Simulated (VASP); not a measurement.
# Ru (I4/mmm) in VASP: a series of runs

The runs below take Ru through single point, with LDA.

Program: VASP 6.6.1. These are calculated values, not measurements. Logs are shortened: lines on timing, memory, paths and dates and some standing lists are left out, and cuts for length are marked.

### 1 The cell of the first run

The structure is tetragonal, space group I4/mmm (No. 139). Conventional cell: a = 2.708 Å, b = 2.708 Å, c = 3.715 Å, α = 90.00°, β = 90.00°, γ = 90.00°. Ru (site symmetry 4/mmm) has 12 Ru at 2.67 to 2.71 Å within 3.5 Å.

### 2 Single point, LDA (strain +0.000 along x and y, -0.030 along z)

INCAR

```
PREC = Accurate
ENCUT = 520
EDIFF = 1E-6
ISMEAR = 0
SIGMA = 0.15
LREAL = False
LASPH = True
NELM = 80
ALGO = Fast
ISIF = 2
LWAVE = False
LCHARG = False
NBANDS = 13
```

KPOINTS

```
Automatic mesh
0
Gamma
  22 22 22
```

POSCAR

```
Ru
1.0
    0.0000000000      1.9150000000      1.8575500000
    1.9150000000      0.0000000000      1.8575500000
    1.9150000000      1.9150000000      0.0000000000
Ru
1
Direct
    0.0000000000      0.0000000000      0.0000000000
```

Potentials or basis: VASP PAW LDA potentials, release 64 (Ru_pv).

Launch:

```sh
$ cat potpaw_LDA.64/Ru_pv/POTCAR > POTCAR
$ mpirun -np 1 vasp_std > vasp.out
```

OUTCAR:

```text
PREC = Accurate
   ENCUT = 520
   EDIFF = 1E-6
   ISMEAR = 0
   LREAL = False
   LASPH = True
   NELM = 80
   ISIF = 2

 ion  position               nearest neighbor table
   1  0.000  0.000  0.000-

  LATTYP: Found a body centered tetragonal cell.
 ALAT       =     2.7082189719
 C/A-ratio  =     1.3717871555

  Lattice vectors:

 A1 = (   0.0000000000,  -1.9150000000,  -1.8575500000)
 A2 = (   0.0000000000,   1.9150000000,  -1.8575500000)
 A3 = (   1.9150000000,   0.0000000000,   1.8575500000)

Analysis of symmetry for initial positions (statically):
=====================================================================
 Subroutine PRICEL returns:
 Original cell was already a primitive cell.

 Routine SETGRP: Setting up the symmetry group for a
 body centered tetragonal supercell.

 Subroutine GETGRP returns: Found 16 space group operations
 (whereof 16 operations were pure point group operations)
 out of a pool of 16 trial point group operations.

The static configuration has the point symmetry D_4h.

Analysis of symmetry for dynamics (positions and initial velocities):
=====================================================================
 Subroutine PRICEL returns:
 Original cell was already a primitive cell.

 Routine SETGRP: Setting up the symmetry group for a
 body centered tetragonal supercell.

 Subroutine GETGRP returns: Found 16 space group operations
 (whereof 16 operations were pure point group operations)
 out of a pool of 16 trial point group operations.

The dynamic configuration has the point symmetry D_4h.

 Subroutine INISYM returns: Found 16 space group operations
 (whereof 16 operations are pure point group operations),
 and found     1 'primitive' translations

----------------------------------------------------------------------------------------

                                     Primitive cell

  volume of cell :      13.6241

  direct lattice vectors                    reciprocal lattice vectors
     0.000000000  1.915000000  1.857550000    -0.261096606  0.261096606  0.269171758
     1.915000000  0.000000000  1.857550000     0.261096606 -0.261096606  0.269171758
     1.915000000  1.915000000  0.000000000     0.261096606  0.261096606 -0.269171758

  length of vectors
     2.667904984  2.667904984  2.708218972     0.456942349  0.456942349  0.456942349

  position of ions in fractional coordinates (direct lattice)
     0.000000000  0.000000000  0.000000000

  ion indices of the primitive-cell ions
   primitive index   ion index
                 1           1

----------------------------------------------------------------------------------------

 KPOINTS: Automatic mesh

Automatic generation of k-mesh.
 Grid dimensions read from file:
 generate k-points for:   22   22   22

 Generating k-lattice:

  Cartesian coordinates                     Fractional coordinates (reciprocal lattice)
    -0.011868028  0.011868028  0.012235080     0.045454545  0.000000000  0.000000000
     0.011868028 -0.011868028  0.012235080     0.000000000  0.045454545  0.000000000
     0.011868028  0.011868028 -0.012235080     0.000000000  0.000000000  0.045454545

  Length of vectors
     0.020770107  0.020770107  0.020770107

  Shift w.r.t. Gamma in fractional coordinates (k-lattice)
     0.000000000  0.000000000  0.000000000

 Subroutine IBZKPT returns following result:
 ===========================================

 Found    834 irreducible k-points:

 Following reciprocal coordinates:
            Coordinates               Weight
  0.000000  0.000000  0.000000      1.000000
  0.045455 -0.000000  0.000000      8.000000
  0.090909 -0.000000  0.000000      8.000000
  0.136364 -0.000000  0.000000      8.000000
  0.181818 -0.000000  0.000000      8.000000
  0.227273 -0.000000  0.000000      8.000000
[... 16 lines left out ...]
  0.500000  0.045455  0.000000      8.000000
 -0.454545  0.045455  0.000000      8.000000
 [... further k-points ...]
   k-points           NKPTS =    834   k-points in BZ     NKDIM =    834   number of bands    NBANDS=     13
   number of dos      NEDOS =    301   number of ions     NIONS =      1
   total plane-waves  NPLWV =   8000
   dimension x,y,z NGX =    20 NGY =   20 NGZ =   20
   dimension x,y,z NGXF=    40 NGYF=   40 NGZF=   40
   ions per type =               1
   NGX,Y,Z   is equivalent  to a cutoff of  12.46, 12.46, 12.28 a.u.
   NGXF,Y,Z  is equivalent  to a cutoff of  24.93, 24.93, 24.55 a.u.
 SYSTEM =  unknown system
   PREC   = accura    normal or accurate (medium, high low for compatibility)
   ISTART =      0    job   : 0-new  1-cont  2-samecut
   ICHARG =      2    charge: 1-file 2-atom 10-const
   ISPIN  =      1    spin polarized calculation?
   LNONCOLLINEAR =      F non collinear calculations
   LSORBIT =      F    spin-orbit coupling
   LASPH  =      T    aspherical Exc in radial PAW
   ENCUT  =  520.0 eV  38.22 Ry    6.18 a.u.   4.96  4.96  5.04*2*pi/ulx,y,z
   NELM   =     80;   NELMIN=  2; NELMDL= -5     # of ELM steps
   EDIFF  = 0.1E-05   stopping-criterion for ELM
   LREAL  =      F    real-space projection
   EDIFFG = 0.1E-04   stopping-criterion for IOM
   NSW    =      0    number of steps for IOM
   IBRION =     -1    ionic relax: 0-MD 1-quasi-New 2-CG
   NFREE  =      0    steps in history (QN), initial steepest desc. (CG)
   ISIF   =      2    stress and relaxation
   ISYM   =      2    0-nonsym 1-usesym 2-fastsym
   POTIM  = 0.5000    time-step for ionic-motion
   TEBEG  =    0.0;   TEEND  =   0.0 temperature during run
   PSTRESS=    0.0 pullay stress
   NELECT =      14.0000    total number of electrons
   NUPDOWN=      -1.0000    fix difference up-down
   EMIN   =  10.00;   EMAX   =-10.00  energy-range for DOS
   EFERMI =   0.00;   METHOD = LEGACY
   ISMEAR =     0;   SIGMA  =   0.15  broadening in eV -4-tet -1-fermi 0-gaus
   EFERMI_NEDOS =   21; number of points for ismear=-14 and -15
   IALGO  =     68    algorithm
   IMIX   =      4    mixing-type and parameters
     AMIX     =   0.40;   BMIX     =  1.00
     AMIX_MAG =   1.60;   BMIX_MAG =  1.00
  volume/ion in A,a.u.               =      13.62        91.94
  Fermi-wavevector in a.u.,A,eV,Ry     =   1.652018  3.121862 37.132531  2.729164
  Thomas-Fermi vector in A             =   2.740699
   LORBIT       =      0    0 simple, 1 ext, 2 COOP (PROOUT), +10 PAW based schemes
   GGA     = CA    functional components
   LHFCALC =     F    Hartree Fock is set to
   AEXX    =    0.0000 exact exchange contribution
   IVDW    =     0    specifies the selected vdW correction
   LEPSILON=     F    determine dielectric tensor
   LRPA    =     F    only Hartree local field effects (RPA)
 non-spin polarized calculation
 RMM-DIIS sequential band-by-band and
 Gauss-broadening in eV      SIGMA  =   0.15
  energy-cutoff  :      520.00
  volume of cell :       13.62
 maximum number of plane-waves:       378
   NGX =  9   NGY =  9   NGZ =  9

 number of electron      14.0000003 magnetization

 Free energy of the ion-electron system (eV)
  ---------------------------------------------------
  ext. energy  EPLUGINS =         0.00000000
  ---------------------------------------------------
  free energy    TOTEN  =       -10.55987606 eV

  energy without entropy =      -10.54952829  energy(sigma->0) =      -10.55470218

 E-fermi :  12.5464     XC(G=0): -14.3597

 val. band max:       12.5459896674   @ k =  -0.2273   0.3636   0.2727
 cond. band min:      12.5495500739   @ k =  -0.4545   0.0909   0.4545
 fundamental gap:      0.0035604064
 Fermi energy:        12.5464131248

 k-point     1 :       0.0000    0.0000    0.0000
  band No.  band energies     occupation
      1     -29.6791      2.00000
      2     -29.6791      2.00000
      3     -29.6774      2.00000
      4       4.6191      2.00000
      5       9.8380      2.00000
      6       9.8380      2.00000
      7      10.2048      2.00000
      8      12.1904      1.99921
      9      12.6288      0.43720
     10      22.6352      0.00000
     11      27.5935      0.00000
     12      32.9028      0.00000
     13      32.9028      0.00000

 k-point     2 :       0.0455   -0.0000    0.0000
  band No.  band energies     occupation
      1     -29.7014      2.00000
      2     -29.6825      2.00000
      3     -29.6805      2.00000
      4       4.7081      2.00000
      5       9.8195      2.00000
      6       9.8757      2.00000
      7      10.2137      2.00000
      8      12.1697      1.99962
      9      12.6000      0.61338
     10      22.6352      0.00000
     11      27.7437      0.00000
     12      32.6288      0.00000
     13      33.0462      0.00000

 k-point     3 :       0.0909   -0.0000    0.0000
  band No.  band energies     occupation
      1     -29.7681      2.00000
      2     -29.6926      2.00000
      3     -29.6878      2.00000
      4       4.9666      2.00000
      5       9.7392      2.00000
      6       9.9781      2.00000
      7      10.2725      2.00000
      8      12.1219      1.99994
      9      12.5260      1.15277
     10      22.6352      0.00000
     11      28.1682      0.00000
     12      31.7482      0.00000
     13      33.4687      0.00000
[... 305 lines left out ...]
 k-point    23 :       0.5000    0.0455    0.0000
  band No.  band energies     occupation
      1     -30.7453      2.00000
      2     -29.8519      2.00000
      3     -29.8136      2.00000
      4       6.5330      2.00000
      5       9.7134      2.00000
      6       9.9546      2.00000
      7      12.8895      0.00122
      8      14.4005      0.00000
      9      14.8688      0.00000
     10      22.5305      0.00000
     11      22.6782      0.00000
     12      27.3473      0.00000
     13      33.2631      0.00000

 k-point    24 :      -0.4545    0.0455    0.0000
  band No.  band energies     occupation
      1     -30.7364      2.00000
      2     -29.8467      2.00000
      3     -29.8172      2.00000
      4       6.5431      2.00000
      5       9.7145      2.00000
      6       9.9661      2.00000
      7      12.8615      0.00298
      8      14.2707      0.00000
      9      14.8389      0.00000
     10      22.5972      0.00000
     11      22.7513      0.00000
     12      27.3904      0.00000
     13      33.5379      0.00000

 [... further k-points ...]

------------------------ aborting loop because EDIFF is reached ----------------------------------------

  FORCE on cell =-STRESS in cart. coord.  units (eV):
  Direction    XX          YY          ZZ          XY          YZ          ZX
  --------------------------------------------------------------------------------------
  -------------------------------------------------------------------------------------
  Total       -1.1642486     -1.1642486     -0.4900846      0.0000000      0.0000000      0.0000000
  in kB     -136.9141156   -136.9141156    -57.6333119      0.0000000      0.0000000      0.0000000
  external PRESSURE =    -110.4871810 kB  Pullay stress =       0.0000000 kB

 VOLUME and BASIS-vectors are now :
 -----------------------------------------------------------------------------
  energy-cutoff  :      520.00
  volume of cell :       13.62
      direct lattice vectors                 reciprocal lattice vectors
     0.000000000  1.915000000  1.857550000    -0.261096606  0.261096606  0.269171758
     1.915000000  0.000000000  1.857550000     0.261096606 -0.261096606  0.269171758
     1.915000000  1.915000000  0.000000000     0.261096606  0.261096606 -0.269171758

 POSITION                                       TOTAL-FORCE (eV/Angst)
 -----------------------------------------------------------------------------------
      0.00000      0.00000      0.00000        -0.000000      0.000000      0.000000
 -----------------------------------------------------------------------------------
    total drift:                                0.000000     -0.000000      0.000000

  FREE ENERGIE OF THE ION-ELECTRON SYSTEM (eV)
  ---------------------------------------------------
  free  energy   TOTEN  =       -10.5598760597 eV

  energy  without entropy=      -10.5495282928  energy(sigma->0) =      -10.55470218
```

It took 48 s on 1 thread of Intel Xeon 6975P-C (Granite Rapids), shared host; peak memory 0.23 GiB.

What came out:

```yaml
Free_energy: -10.5599 eV
Pressure: -11.0 GPa
Band_gap_on_the_k_mesh: zero (band 7 reaches 14.82 eV, above the bottom of band 8 at 11.14 eV)
```

Caveat: the cell differs from its parent crystal (strain +0.000 along x and y, -0.030 along z).

(Continued in part 2 of 2.)
